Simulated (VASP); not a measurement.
Input of a VASP 6.6.1 run:

Contents of INCAR:

```
PREC = Accurate
ENCUT = 520
EDIFF = 1E-6
ISMEAR = -1
SIGMA = 0.1
LREAL = F
LASPH = T
NELM = 100
ALGO = Normal
ISIF = 2
LWAVE = F
LCHARG = F
GGA = PE
NBANDS = 30
```

Contents of KPOINTS:

```
Automatic mesh
0
Gamma
  6 6 6
```

POSCAR

```
Ba2BiSb2
1.0
   -2.4283544232      3.8159222326      5.0597540851
    2.4283544232     -3.8159222326      5.0597540851
    2.4283544232      3.8159222326     -5.0597540851
Ba Sb Bi
2 2 1
Direct
    0.7182926462      0.2182926462      0.5000000000
    0.2817073538      0.7817073538      0.5000000000
    0.7041711326      0.5000000000      0.2041711326
    0.2958288674      0.5000000000      0.7958288674
    0.0000000000      0.0000000000      0.0000000000
```

Potentials or basis: VASP PAW PBE potentials, release 64 (Ba_sv, Sb, Bi_d).

Launch:

```bash
$ cat potpaw_PBE.64/Ba_sv/POTCAR potpaw_PBE.64/Sb/POTCAR potpaw_PBE.64/Bi_d/POTCAR > POTCAR
$ mpirun -np 1 vasp_std > vasp.out
```

Estimate the largest force.

0.005 eV/Å.

Estimate the band gap on the k mesh.

zero (an odd number of electrons rules out a gap without spin polarisation).

Predict the pressure.

0.2 GPa.

Stress tensor (GPa, compression positive):
```
0.26 0.00 0.00
0.00 0.19 0.00
0.00 0.00 0.30
```

Caveat: spin-orbit coupling is left out, which moves the levels of the heavy elements.
